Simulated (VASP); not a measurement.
# BN (P2_1/m) in VASP: single point with PBE+D3(BJ)

Aim: the single point of BN with PBE+D3(BJ).

Program: VASP 6.6.1. These are calculated values, not measurements. Logs are shortened: lines on timing, memory, paths and dates and some standing lists are left out, and cuts for length are marked.

**1. The cell of the first run**

It takes space group P2_1/m (No. 11, monoclinic). Conventional cell: a = 2.506 Å, b = 6.617 Å, c = 2.506 Å, α = 90.00°, β = 120.00°, γ = 90.00°. B (site symmetry m) has 3 N at 1.45 Å within 1.9 Å. N (site symmetry m) has 3 B at 1.45 Å within 1.9 Å.

**2. Single point, PBE+D3(BJ)**

Contents of INCAR:

```
PREC = Accurate
ENCUT = 600
EDIFF = 1E-6
ISMEAR = 0
SIGMA = 0.05
LREAL = False
LASPH = True
NELM = 120
ALGO = Normal
ISIF = 2
LWAVE = False
LCHARG = False
GGA = PE
IVDW = 12
NBANDS = 16
GGA_COMPAT = False
```

Contents of KPOINTS:

```
Automatic mesh
0
Gamma
  12 12 4
  0.5 0.5 0.5
```

Contents of POSCAR:

```
BN
1.0
    2.5064381059      0.0000000000      0.0000000000
   -1.2532190530      2.1706390727      0.0000000000
    0.0000000000      0.0000000000      6.6168468515
B N
2 2
Direct
    0.3632562745      0.6666666667      0.2500000000
    0.6367437255      0.3333333333      0.7500000000
    0.3034466934      0.6666666667      0.7500000000
    0.6965533066      0.3333333333      0.2500000000
```

Potentials or basis: VASP PAW PBE potentials, release 64 (B, N).

On the command line:

```bash
> cat potpaw_PBE.64/B/POTCAR potpaw_PBE.64/N/POTCAR > POTCAR
> mpirun -np 1 vasp_std > vasp.out
```

OUTCAR:

```text
PREC = Accurate
   ENCUT = 600
   EDIFF = 1E-6
   ISMEAR = 0
   LREAL = False
   LASPH = True
   NELM = 120
   ISIF = 2
   GGA = PE
   IVDW = 12
 IVDW          = 12

 ion  position               nearest neighbor table
   1  0.363  0.667  0.250-   4 1.45   4 1.45   4 1.45
   2  0.637  0.333  0.750-   3 1.45   3 1.45   3 1.45
   3  0.303  0.667  0.750-   2 1.45   2 1.45   2 1.45
   4  0.697  0.333  0.250-   1 1.45   1 1.45   1 1.45

  LATTYP: Found a hexagonal cell.
 ALAT       =     2.5064381059
 C/A-ratio  =     2.6399402546

  Lattice vectors:

 A1 = (   2.5064381059,   0.0000000000,   0.0000000000)
 A2 = (  -1.2532190530,   2.1706390727,   0.0000000000)
 A3 = (   0.0000000000,   0.0000000000,   6.6168468515)

Analysis of symmetry for initial positions (statically):
=====================================================================
 Subroutine PRICEL returns:
 Original cell was already a primitive cell.

 Routine SETGRP: Setting up the symmetry group for a
 hexagonal supercell.

 Subroutine GETGRP returns: Found  4 space group operations
 (whereof  2 operations were pure point group operations)
 out of a pool of 24 trial point group operations.

The static configuration has the point symmetry S_2 .
 The point group associated with its full space group is C_2h.

Analysis of symmetry for dynamics (positions and initial velocities):
=====================================================================
 Subroutine PRICEL returns:
 Original cell was already a primitive cell.

 Routine SETGRP: Setting up the symmetry group for a
 hexagonal supercell.

 Subroutine GETGRP returns: Found  4 space group operations
 (whereof  2 operations were pure point group operations)
 out of a pool of 24 trial point group operations.

The dynamic configuration has the point symmetry S_2 .
 The point group associated with its full space group is C_2h.

 Subroutine INISYM returns: Found  4 space group operations
 (whereof  2 operations are pure point group operations),
 and found     1 'primitive' translations

----------------------------------------------------------------------------------------

                                     Primitive cell

  volume of cell :      35.9994

  direct lattice vectors                    reciprocal lattice vectors
     2.506438106  0.000000000  0.000000000     0.398972549  0.230346909  0.000000000
    -1.253219053  2.170639073  0.000000000     0.000000000  0.460693817  0.000000000
     0.000000000  0.000000000  6.616846852     0.000000000  0.000000000  0.151129386

  length of vectors
     2.506438106  2.506438106  6.616846852     0.460693817  0.460693817  0.151129386

  position of ions in fractional coordinates (direct lattice)
     0.363256275  0.666666667  0.250000000
     0.636743725  0.333333333  0.750000000
     0.303446693  0.666666667  0.750000000
     0.696553307  0.333333333  0.250000000

  ion indices of the primitive-cell ions
   primitive index   ion index
                 1           1
                 2           2
                 3           3
                 4           4

----------------------------------------------------------------------------------------

 KPOINTS: Automatic mesh

Automatic generation of k-mesh.
 Grid dimensions read from file:
 generate k-points for:   12   12    4

 Generating k-lattice:

  Cartesian coordinates                     Fractional coordinates (reciprocal lattice)
     0.033247712  0.019195576  0.000000000     0.083333333  0.000000000  0.000000000
     0.000000000  0.038391151  0.000000000     0.000000000  0.083333333  0.000000000
     0.000000000  0.000000000  0.037782346     0.000000000  0.000000000  0.250000000

  Length of vectors
     0.038391151  0.038391151  0.037782346

  Shift w.r.t. Gamma in fractional coordinates (k-lattice)
     0.500000000  0.500000000  0.500000000

 Subroutine IBZKPT returns following result:
 ===========================================

 Found    432 irreducible k-points:

 Following reciprocal coordinates:
            Coordinates               Weight
  0.041667  0.041667  0.125000      4.000000
 -0.041667  0.083333  0.125000      4.000000
 -0.083333  0.041667  0.125000      4.000000
  0.125000  0.041667  0.125000      4.000000
 -0.041667  0.166667  0.125000      4.000000
 -0.166667  0.125000  0.125000      4.000000
[... 16 lines left out ...]
 -0.041667  0.416667  0.125000      4.000000
 -0.416667  0.375000  0.125000      4.000000
 [... further k-points ...]
   k-points           NKPTS =    432   k-points in BZ     NKDIM =    432   number of bands    NBANDS=     16
   number of dos      NEDOS =    301   number of ions     NIONS =      4
   total plane-waves  NPLWV =  21600
   dimension x,y,z NGX =    20 NGY =   20 NGZ =   54
   dimension x,y,z NGXF=    40 NGYF=   40 NGZF=  108
   ions per type =               2   2
   NGX,Y,Z   is equivalent  to a cutoff of  13.27, 13.27, 13.57 a.u.
   NGXF,Y,Z  is equivalent  to a cutoff of  26.53, 26.53, 27.13 a.u.
 SYSTEM =  unknown system
   PREC   = accura    normal or accurate (medium, high low for compatibility)
   ISTART =      0    job   : 0-new  1-cont  2-samecut
   ICHARG =      2    charge: 1-file 2-atom 10-const
   ISPIN  =      1    spin polarized calculation?
   LNONCOLLINEAR =      F non collinear calculations
   LSORBIT =      F    spin-orbit coupling
   LASPH  =      T    aspherical Exc in radial PAW
   ENCUT  =  600.0 eV  44.10 Ry    6.64 a.u.   5.01  5.01 13.22*2*pi/ulx,y,z
   NELM   =    120;   NELMIN=  2; NELMDL= -5     # of ELM steps
   EDIFF  = 0.1E-05   stopping-criterion for ELM
   LREAL  =      F    real-space projection
   EDIFFG = 0.1E-04   stopping-criterion for IOM
   NSW    =      0    number of steps for IOM
   IBRION =     -1    ionic relax: 0-MD 1-quasi-New 2-CG
   NFREE  =      0    steps in history (QN), initial steepest desc. (CG)
   ISIF   =      2    stress and relaxation
   ISYM   =      2    0-nonsym 1-usesym 2-fastsym
   POTIM  = 0.5000    time-step for ionic-motion
   TEBEG  =    0.0;   TEEND  =   0.0 temperature during run
   PSTRESS=    0.0 pullay stress
   NELECT =      16.0000    total number of electrons
   NUPDOWN=      -1.0000    fix difference up-down
   EMIN   =  10.00;   EMAX   =-10.00  energy-range for DOS
   EFERMI =   0.00;   METHOD = LEGACY
   ISMEAR =     0;   SIGMA  =   0.05  broadening in eV -4-tet -1-fermi 0-gaus
   EFERMI_NEDOS =   21; number of points for ismear=-14 and -15
   IALGO  =     38    algorithm
   IMIX   =      4    mixing-type and parameters
     AMIX     =   0.40;   BMIX     =  1.00
     AMIX_MAG =   1.60;   BMIX_MAG =  1.00
  volume/ion in A,a.u.               =       9.00        60.73
  Fermi-wavevector in a.u.,A,eV,Ry     =   1.249347  2.360923 21.236883  1.560867
  Thomas-Fermi vector in A             =   2.383391
   LORBIT       =      0    0 simple, 1 ext, 2 COOP (PROOUT), +10 PAW based schemes
   GGA     = PE    functional components
   LHFCALC =     F    Hartree Fock is set to
   AEXX    =    0.0000 exact exchange contribution
   IVDW    =    12    specifies the selected vdW correction
   LEPSILON=     F    determine dielectric tensor
   LRPA    =     F    only Hartree local field effects (RPA)
 non-spin polarized calculation
 Gauss-broadening in eV      SIGMA  =   0.05
  energy-cutoff  :      600.00
  volume of cell :       36.00
 maximum number of plane-waves:      1222
   NGX =  9   NGY =  9   NGZ = 27

 number of electron      15.9999999 magnetization

 Free energy of the ion-electron system (eV)
  ---------------------------------------------------
  ext. energy  EPLUGINS =         0.00000000
  ---------------------------------------------------
  free energy    TOTEN  =       -35.15725576 eV

  energy without entropy =      -35.15725576  energy(sigma->0) =      -35.15725576

 E-fermi :   2.5926     XC(G=0): -10.0878

 val. band max:        2.3832525740   @ k =   0.3333   0.3750   0.1250
 cond. band min:       6.4468449687   @ k =   0.4583   0.4583   0.1250
 fundamental gap:      4.0635923947
 Fermi energy:         2.5925564273

 k-point     1 :       0.0417    0.0417    0.1250
  band No.  band energies     occupation
      1     -15.3837      2.00000
      2     -15.1076      2.00000
      3      -3.7191      2.00000
      4      -1.7424      2.00000
      5       0.5398      2.00000
      6       0.5723      2.00000
[... 8 lines left out ...]
     15      14.9065      0.00000
     16      14.9187      0.00000

 k-point     2 :      -0.0417    0.0833    0.1250
  band No.  band energies     occupation
      1     -15.3838      2.00000
      2     -15.1076      2.00000
      3      -3.7192      2.00000
      4      -1.7421      2.00000
      5       0.5407      2.00000
      6       0.5656      2.00000
[... 8 lines left out ...]
     15      14.9125      0.00000
     16      14.9199      0.00000

 k-point     3 :      -0.0833    0.0417    0.1250
  band No.  band energies     occupation
      1     -15.3837      2.00000
      2     -15.1076      2.00000
      3      -3.7191      2.00000
      4      -1.7423      2.00000
      5       0.5401      2.00000
      6       0.5688      2.00000
[... 8 lines left out ...]
     15      14.9107      0.00000
     16      14.9226      0.00000

 k-point     4 :       0.1250    0.0417    0.1250
  band No.  band energies     occupation
      1     -15.0491      2.00000
      2     -14.7841      2.00000
      3      -3.2592      2.00000
      4      -1.3335      2.00000
      5      -0.6591      2.00000
      6      -0.6227      2.00000
[... 8 lines left out ...]
     15      15.6171      0.00000
     16      16.0626      0.00000

 k-point     5 :      -0.0417    0.1667    0.1250
  band No.  band energies     occupation
      1     -15.0493      2.00000
      2     -14.7840      2.00000
      3      -3.2595      2.00000
      4      -1.3322      2.00000
      5      -0.6587      2.00000
      6      -0.6273      2.00000
[... 8 lines left out ...]
     15      15.6351      0.00000
     16      16.0659      0.00000

 k-point     6 :      -0.1667    0.1250    0.1250
  band No.  band energies     occupation
      1     -15.0493      2.00000
      2     -14.7840      2.00000
      3      -3.2595      2.00000
      4      -1.3321      2.00000
      5      -0.6643      2.00000
      6      -0.6222      2.00000
[... 8 lines left out ...]
     15      15.6366      0.00000
     16      16.0643      0.00000
[... 267 lines left out ...]
 k-point    21 :       0.3333   -0.0417   -0.1250
  band No.  band energies     occupation
      1     -13.6948      2.00000
      2     -13.4853      2.00000
      3      -4.1645      2.00000
      4      -4.0998      2.00000
      5      -1.3417      2.00000
      6      -1.2509      2.00000
[... 8 lines left out ...]
     15      18.2072      0.00000
     16      19.8563      0.00000

 k-point    22 :       0.3750    0.0417    0.1250
  band No.  band energies     occupation
      1     -12.8620      2.00000
      2     -12.7124      2.00000
      3      -5.7005      2.00000
      4      -5.6353      2.00000
      5      -1.7284      2.00000
      6      -1.6670      2.00000
[... 8 lines left out ...]
     15      17.8096      0.00000
     16      21.4837      0.00000

 k-point    23 :      -0.0417    0.4167    0.1250
  band No.  band energies     occupation
      1     -12.8650      2.00000
      2     -12.7094      2.00000
      3      -5.7084      2.00000
      4      -5.6284      2.00000
      5      -1.7259      2.00000
      6      -1.6679      2.00000
[... 8 lines left out ...]
     15      17.9663      0.00000
     16      21.2541      0.00000

 k-point    24 :      -0.4167    0.3750    0.1250
  band No.  band energies     occupation
      1     -12.8679      2.00000
      2     -12.7063      2.00000
      3      -5.7234      2.00000
      4      -5.6147      2.00000
      5      -1.7270      2.00000
      6      -1.6654      2.00000
[... 8 lines left out ...]
     15      18.0851      0.00000
     16      20.7188      0.00000

 [... further k-points ...]

------------------------ aborting loop because EDIFF is reached ----------------------------------------

 Edisp (eV)   -0.56593

 E8    (eV) :    -0.1658

  FORCE on cell =-STRESS in cart. coord.  units (eV):
  Direction    XX          YY          ZZ          XY          YZ          ZX
  --------------------------------------------------------------------------------------
  -------------------------------------------------------------------------------------
  Total      -0.01047    -0.00997    -0.04473     0.02456     0.00000     0.00000
  in kB      -0.46601    -0.44355    -1.99058     1.09302     0.00000     0.00000
  external pressure =       -0.97 kB  Pullay stress =        0.00 kB

 VOLUME and BASIS-vectors are now :
 -----------------------------------------------------------------------------
  energy-cutoff  :      600.00
  volume of cell :       36.00
      direct lattice vectors                 reciprocal lattice vectors
     2.506438106  0.000000000  0.000000000     0.398972549  0.230346909  0.000000000
    -1.253219053  2.170639073  0.000000000     0.000000000  0.460693817  0.000000000
     0.000000000  0.000000000  6.616846852     0.000000000  0.000000000  0.151129386

 POSITION                                       TOTAL-FORCE (eV/Angst)
 -----------------------------------------------------------------------------------
      0.07500      1.44709      1.65421        -0.006376      0.001144      0.000000
      1.17822      0.72355      4.96264         0.006376     -0.001144     -0.000000
     -0.07491      1.44709      4.96264         0.007860      0.003175      0.000000
      1.32813      0.72355      1.65421        -0.007860     -0.003175     -0.000000
 -----------------------------------------------------------------------------------
    total drift:                                0.000000     -0.000000      0.000000

  FREE ENERGIE OF THE ION-ELECTRON SYSTEM (eV)
  ---------------------------------------------------
  free  energy   TOTEN  =       -35.7231877700 eV

  energy  without entropy=      -35.7231877700  energy(sigma->0) =      -35.72318777
```

It took 6 min on 1 thread of Intel Xeon 8259CL, shared host; peak memory 0.37 GiB.

Results:

* Free energy: -35.7232 eV
* Pressure: -0.1 GPa
* Largest force: 0.008 eV/Å
* Band gap on the k mesh: 4.06 eV (least direct gap 4.42 eV)
* Dispersion energy per atom: -0.141 eV

Forces on the atoms (eV/Å):
```
B   -0.006  0.001  0.000
B    0.006 -0.001  0.000
N    0.008  0.003  0.000
N   -0.008 -0.003  0.000
```

Caveat: a shifted mesh leaves out Γ, where band edges can lie.
